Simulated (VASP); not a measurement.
# Li (P2_13) in VASP: notebook, part 2 of 2

VASP 6.6.1. Earlier steps stand in the parts before.

### 3 Single point, PBEsol

This run uses another cell than the first one, of 22.98 Å³/atom, 1.030 times its volume.

INCAR

```
ALGO     = Normal         # electronic algorithm
EDIFF    = 1E-7           # SCF threshold, eV
ENCUT    = 520            # plane-wave cutoff, eV
GGA      = PS             # functional
ISIF     = 2              # what is computed and relaxed
ISMEAR   = -1             # smearing method
LASPH    = True           # aspherical terms in the spheres
LCHARG   = False          # write CHGCAR
LREAL    = False          # projectors in reciprocal space
LWAVE    = False          # write WAVECAR
NBANDS   = 14             # bands
NELM     = 80             # most SCF steps
PREC     = Accurate       # precision mode
SIGMA    = 0.15           # smearing width, eV
```

KPOINTS

```
k-points
0
Gamma
  5 5 5
```

POSCAR

```
Li
1.0
    4.5130577748      0.0000000000      0.0000000000
    0.0000000000      4.5130577748      0.0000000000
    0.0000000000      0.0000000000      4.5130577748
Li
4
Direct
    0.8745700000      0.1254300000      0.6254300000
    0.3745700000      0.3745700000      0.3745700000
    0.1254300000      0.6254300000      0.8745700000
    0.6254300000      0.8745700000      0.1254300000
```

Potentials or basis: VASP PAW PBE potentials, release 64 (Li_sv).

On the command line:

```sh
> cat potpaw_PBE.64/Li_sv/POTCAR > POTCAR
> mpirun -np 1 vasp_std > vasp.out
```

OUTCAR:

```text
EDIFF = 1E-7
   ENCUT = 520
   GGA = PS
   ISIF = 2
   ISMEAR = -1
   LASPH = True
   LREAL = False
   NELM = 80
   PREC = Accurate

 ion  position               nearest neighbor table
   1  0.875  0.125  0.625-
   2  0.375  0.375  0.375-
   3  0.125  0.625  0.875-
   4  0.625  0.875  0.125-

  LATTYP: Found a simple cubic cell.
 ALAT       =     4.5130577748

  Lattice vectors:

 A1 = (   4.5130577748,   0.0000000000,   0.0000000000)
 A2 = (   0.0000000000,   4.5130577748,   0.0000000000)
 A3 = (   0.0000000000,   0.0000000000,   4.5130577748)

Analysis of symmetry for initial positions (statically):
=====================================================================
 Subroutine PRICEL returns:
 Original cell was already a primitive cell.

 Routine SETGRP: Setting up the symmetry group for a
 simple cubic supercell.

 Subroutine GETGRP returns: Found 12 space group operations
[... 167 lines left out ...]
      2     -46.1675      2.00000
      3     -46.1675      2.00000
      4     -46.1675      2.00000
      5      -3.0578      2.00000
      6       2.5105      0.00000
      7       2.5105      0.00000
      8       2.5105      0.00000
      9       2.7185      0.00000
     10       2.7185      0.00000
     11       2.7185      0.00000
     12       8.1534      0.00000
     13       8.1534      0.00000
     14       8.4986      0.00000
[... 156 lines left out ...]
      1     -46.1825      2.00000
      2     -46.1804      2.00000
      3     -46.1726      2.00000
      4     -46.1711      2.00000
      5      -0.4198      1.99332
      6       0.2964      1.43154
      7       0.6087      0.47778
      8       0.9067      0.08258
      9       2.4327      0.00000
     10       2.4599      0.00000
     11       2.5295      0.00000
     12       3.4157      0.00000
     13      10.4797      0.00000
     14      11.1799      0.00000

------------------------ aborting loop because EDIFF is reached ----------------------------------------

  FORCE on cell =-STRESS in cart. coord.  units (eV):
  Direction    XX          YY          ZZ          XY          YZ          ZX
  --------------------------------------------------------------------------------------
  -------------------------------------------------------------------------------------
  Total       -0.1341983     -0.1341983     -0.1341983      0.0000000      0.0000000      0.0000000
  in kB       -2.3390788     -2.3390788     -2.3390788      0.0000000      0.0000000      0.0000000
  external PRESSURE =      -2.3390788 kB  Pullay stress =       0.0000000 kB

 VOLUME and BASIS-vectors are now :
 -----------------------------------------------------------------------------
  energy-cutoff  :      520.00
  volume of cell :       91.92
      direct lattice vectors                 reciprocal lattice vectors
     4.513057775  0.000000000  0.000000000     0.221579260  0.000000000  0.000000000
     0.000000000  4.513057775  0.000000000     0.000000000  0.221579260  0.000000000
     0.000000000  0.000000000  4.513057775     0.000000000  0.000000000  0.221579260

 POSITION                                       TOTAL-FORCE (eV/Angst)
 -----------------------------------------------------------------------------------
      3.94698      0.56607      2.82260        -0.002693      0.002693      0.002693
      1.69046      1.69046      1.69046        -0.002693     -0.002693     -0.002693
      0.56607      2.82260      3.94698         0.002693      0.002693     -0.002693
      2.82260      3.94698      0.56607         0.002693     -0.002693      0.002693
 -----------------------------------------------------------------------------------
    total drift:                                0.000000      0.000000      0.000000

  FREE ENERGIE OF THE ION-ELECTRON SYSTEM (eV)
  ---------------------------------------------------
  free  energy   TOTEN  =        -6.8715102754 eV

  energy  without entropy=       -6.7415777707  energy(sigma->0) =       -6.80654402
```

OSZICAR:

```text
N       E                     dE             d eps       ncg     rms          rms(c)
DAV:   1     0.493658080869E+02    0.49366E+02   -0.57100E+03   308   0.834E+02
DAV:   2     0.621035006042E+01   -0.43155E+02   -0.41861E+02   356   0.202E+02
DAV:   3    -0.654112424673E+01   -0.12751E+02   -0.12483E+02   604   0.486E+01
DAV:   4    -0.686668115397E+01   -0.32556E+00   -0.32520E+00   408   0.150E+01
DAV:   5    -0.688503542023E+01   -0.18354E-01   -0.18353E-01   504   0.246E+00    0.774E-01
DAV:   6    -0.687586155990E+01    0.91739E-02   -0.58598E-03   500   0.490E-01    0.434E-01
DAV:   7    -0.687141777904E+01    0.44438E-02   -0.11485E-02   570   0.484E-01    0.960E-02
DAV:   8    -0.687156499844E+01   -0.14722E-03   -0.94852E-04   420   0.253E-01    0.666E-02
DAV:   9    -0.687150854050E+01    0.56458E-04   -0.85882E-05   468   0.887E-02    0.258E-03
DAV:  10    -0.687151184229E+01   -0.33018E-05   -0.31036E-05   464   0.333E-02    0.776E-03
DAV:  11    -0.687151013501E+01    0.17073E-05   -0.16169E-06   424   0.108E-02    0.250E-04
DAV:  12    -0.687151027024E+01   -0.13523E-06   -0.19571E-07   372   0.283E-03    0.301E-04
DAV:  13    -0.687151027536E+01   -0.51233E-08   -0.96550E-09   232   0.878E-04
   1 F= -.68715103E+01 E0= -.68065440E+01  d E =-.129933E+00
```

stdout:

```text
POSCAR found type information on POSCAR Li
 POSCAR found :  1 types and       4 ions
 scaLAPACK will be used
 -----------------------------------------------------------------------------
|                                                                             |
|                                                                             |
|     You enforced a specific xc type in the INCAR file but a different       |
|     I HOPE YOU KNOW WHAT YOU ARE DOING!                                     |
|                                                                             |
 -----------------------------------------------------------------------------

 LDA part: xc-table for (Slater+PW92), standard interpolation
 POSCAR, INCAR and KPOINTS ok, starting setup
 FFT: planning ... GRIDC
 FFT: planning ... GRID_SOFT
 FFT: planning ... GRID
 WAVECAR not read
 entering main loop
```

Run time: 11 s. Hardware: 1 thread of Intel Xeon Platinum 8375C at 2.90GHz (Ice Lake), shared host; peak memory 0.18 GiB.

Results:

```yaml
Free_energy: -6.8715 eV
Largest_force: 0.005 eV/Å
Band_gap_on_the_k_mesh: zero (band 6 reaches 2.51 eV, above the bottom of band 7 at 0.28 eV)
```

Forces in eV/Å, atoms in the order of the input:
```
Li  -0.003  0.003  0.003
Li  -0.003 -0.003 -0.003
Li   0.003  0.003 -0.003
Li   0.003 -0.003  0.003
```

Caveat: the cutoff is under 1.25 times the usual one of these potentials, so pressure, stress and relaxed cells hold a basis-set (Pulay) error; the PAW data sets were made with another functional, which shifts forces and pressure a little.

### 4 Single point, PBEsol

This run uses another cell than the first one, of 23.64 Å³/atom, 1.059 times its volume.

INCAR

```
PREC     = Accurate       # precision mode
ENCUT    = 520            # plane-wave cutoff, eV
EDIFF    = 1E-6           # SCF threshold, eV
ISMEAR   = -1             # smearing method
SIGMA    = 0.15           # smearing width, eV
LREAL    = False          # projectors in reciprocal space
LASPH    = True           # aspherical terms in the spheres
NELM     = 60             # most SCF steps
ALGO     = Normal         # electronic algorithm
ISIF     = 2              # what is computed and relaxed
LWAVE    = False          # write WAVECAR
LCHARG   = False          # write CHGCAR
GGA      = PS             # functional
NBANDS   = 14             # bands
```

KPOINTS

```
regular mesh
0
Gamma
  5 5 5
```

POSCAR

```
Li
1.0
    4.5560418644      0.0000000000      0.0000000000
    0.0000000000      4.5560418644      0.0000000000
    0.0000000000      0.0000000000      4.5560418644
Li
4
Direct
    0.8745700000      0.1254300000      0.6254300000
    0.3745700000      0.3745700000      0.3745700000
    0.1254300000      0.6254300000      0.8745700000
    0.6254300000      0.8745700000      0.1254300000
```

Potentials or basis: VASP PAW PBE potentials, release 64 (Li_sv).

On the command line:

```sh
> cat potpaw_PBE.64/Li_sv/POTCAR > POTCAR
> mpirun -np 1 vasp_std > vasp.out
```

OUTCAR:

```text
PREC = Accurate
   ENCUT = 520
   EDIFF = 1E-6
   ISMEAR = -1
   LREAL = False
   LASPH = True
   NELM = 60
   ISIF = 2
   GGA = PS

 ion  position               nearest neighbor table
   1  0.875  0.125  0.625-
   2  0.375  0.375  0.375-
   3  0.125  0.625  0.875-
   4  0.625  0.875  0.125-

  LATTYP: Found a simple cubic cell.
 ALAT       =     4.5560418644

  Lattice vectors:

 A1 = (   4.5560418644,   0.0000000000,   0.0000000000)
 A2 = (   0.0000000000,   4.5560418644,   0.0000000000)
 A3 = (   0.0000000000,   0.0000000000,   4.5560418644)

Analysis of symmetry for initial positions (statically):
=====================================================================
 Subroutine PRICEL returns:
 Original cell was already a primitive cell.

 Routine SETGRP: Setting up the symmetry group for a
 simple cubic supercell.

 Subroutine GETGRP returns: Found 12 space group operations
 (whereof  3 operations were pure point group operations)
 out of a pool of 48 trial point group operations.

The static configuration has the point symmetry C_3 .
 The point group associated with its full space group is T   .

Analysis of symmetry for dynamics (positions and initial velocities):
=====================================================================
 Subroutine PRICEL returns:
 Original cell was already a primitive cell.

 Routine SETGRP: Setting up the symmetry group for a
 simple cubic supercell.

 Subroutine GETGRP returns: Found 12 space group operations
 (whereof  3 operations were pure point group operations)
 out of a pool of 48 trial point group operations.

The dynamic configuration has the point symmetry C_3 .
 The point group associated with its full space group is T   .

 Subroutine INISYM returns: Found 12 space group operations
[... 114 lines left out ...]
   AEXX    =    0.0000 exact exchange contribution
   IVDW    =     0    specifies the selected vdW correction
   LEPSILON=     F    determine dielectric tensor
   LRPA    =     F    only Hartree local field effects (RPA)
 non-spin polarized calculation
  energy-cutoff  :      520.00
  volume of cell :       94.57
 maximum number of plane-waves:      2569
 NGX is ok and might be reduce to    36
   NGX = 17   NGY = 17   NGZ = 17

 number of electron      12.0000037 magnetization

 Free energy of the ion-electron system (eV)
  ---------------------------------------------------
  ext. energy  EPLUGINS =         0.00000000
  ---------------------------------------------------
  free energy    TOTEN  =        -6.86804583 eV

  energy without entropy =       -6.73750049  energy(sigma->0) =       -6.80277316

 E-fermi :   0.3507     XC(G=0):  -6.6446

 val. band max:        0.3329366186   @ k =   0.4000   0.4000   0.2000
 cond. band min:       0.5175793371   @ k =   0.2000   0.0000   0.0000
 fundamental gap:      0.1846427184
 Fermi energy:         0.3506959174

 k-point     1 :       0.0000    0.0000    0.0000
  band No.  band energies     occupation
      1     -46.3093      2.00000
      2     -46.2755      2.00000
      3     -46.2755      2.00000
      4     -46.2755      2.00000
      5      -3.0925      2.00000
      6       2.3823      0.00000
      7       2.3823      0.00000
      8       2.3823      0.00000
      9       2.6160      0.00000
     10       2.6160      0.00000
     11       2.6160      0.00000
     12       7.9362      0.00000
     13       7.9362      0.00000
     14       8.2796      0.00000
[... 156 lines left out ...]
      1     -46.2892      2.00000
      2     -46.2873      2.00000
      3     -46.2802      2.00000
      4     -46.2788      2.00000
      5      -0.4819      1.99226
      6       0.2387      1.35684
      7       0.5299      0.46481
      8       0.8134      0.08747
      9       2.3075      0.00000
     10       2.3228      0.00000
     11       2.3936      0.00000
     12       3.2758      0.00000
     13      10.2102      0.00000
     14      10.9073      0.00000

------------------------ aborting loop because EDIFF is reached ----------------------------------------

  FORCE on cell =-STRESS in cart. coord.  units (eV):
  Direction    XX          YY          ZZ          XY          YZ          ZX
  --------------------------------------------------------------------------------------
  -------------------------------------------------------------------------------------
  Total       -0.2663712     -0.2663712     -0.2663712     -0.0000000      0.0000000      0.0000000
  in kB       -4.5126817     -4.5126817     -4.5126817     -0.0000000      0.0000000      0.0000000
  external PRESSURE =      -4.5126817 kB  Pullay stress =       0.0000000 kB

 VOLUME and BASIS-vectors are now :
 -----------------------------------------------------------------------------
  energy-cutoff  :      520.00
  volume of cell :       94.57
      direct lattice vectors                 reciprocal lattice vectors
     4.556041864  0.000000000  0.000000000     0.219488765  0.000000000  0.000000000
     0.000000000  4.556041864  0.000000000     0.000000000  0.219488765  0.000000000
     0.000000000  0.000000000  4.556041864     0.000000000  0.000000000  0.219488765

 POSITION                                       TOTAL-FORCE (eV/Angst)
 -----------------------------------------------------------------------------------
      3.98458      0.57146      2.84949        -0.002529      0.002529      0.002529
      1.70656      1.70656      1.70656        -0.002529     -0.002529     -0.002529
      0.57146      2.84949      3.98458         0.002529      0.002529     -0.002529
      2.84949      3.98458      0.57146         0.002529     -0.002529      0.002529
 -----------------------------------------------------------------------------------
    total drift:                                0.000000      0.000000     -0.000000

  FREE ENERGIE OF THE ION-ELECTRON SYSTEM (eV)
  ---------------------------------------------------
  free  energy   TOTEN  =        -6.8680458253 eV

  energy  without entropy=       -6.7375004912  energy(sigma->0) =       -6.80277316
```

It took 8.4 s on 1 thread of Intel Xeon Platinum 8375C at 2.90GHz (Ice Lake), shared host; peak memory 0.18 GiB.

Results:

* Free energy: -6.8680 eV
* Largest force: 0.004 eV/Å
* Band gap on the k mesh: zero (band 6 reaches 2.38 eV, above the bottom of band 7 at 0.19 eV)

Forces in eV/Å, atoms in the order of the input:
```
Li  -0.003  0.003  0.003
Li  -0.003 -0.003 -0.003
Li   0.003  0.003 -0.003
Li   0.003 -0.003  0.003
```

Levels at points of the mesh, in eV from the Fermi level:
```tsv
k point	band 2	band 3	band 4	band 5	band 6	band 7	band 8	band 9	band 10	band 11
(0.00, 0.00, 0.00)	-46.63	-46.63	-46.63	-3.44	2.03	2.03	2.03	2.27	2.27	2.27
```

Caveat: the cutoff is under 1.25 times the usual one of these potentials, so pressure, stress and relaxed cells hold a basis-set (Pulay) error; the PAW data sets were made with another functional, which shifts forces and pressure a little.

### 5 The runs side by side

```tsv
cell	gap on the mesh (eV)
a = 4.469 Å, 4 atoms	none
a = 4.513 Å, 4 atoms	none
a = 4.556 Å, 4 atoms	none
```

Alike in all rows: task single point; level PBEsol; potentials or basis VASP PAW PBE potentials, release 64 (Li_sv); no spin polarisation; k mesh 5 × 5 × 5; cutoff (eV) 520; smearing fermi-dirac 0.15 eV.

Caveats: the cutoff is under 1.25 times the usual one of these potentials, so pressure, stress and relaxed cells hold a basis-set (Pulay) error; the PAW data sets were made with another functional, which shifts forces and pressure a little.

Absolute energies hang on the potentials; compare differences alone.
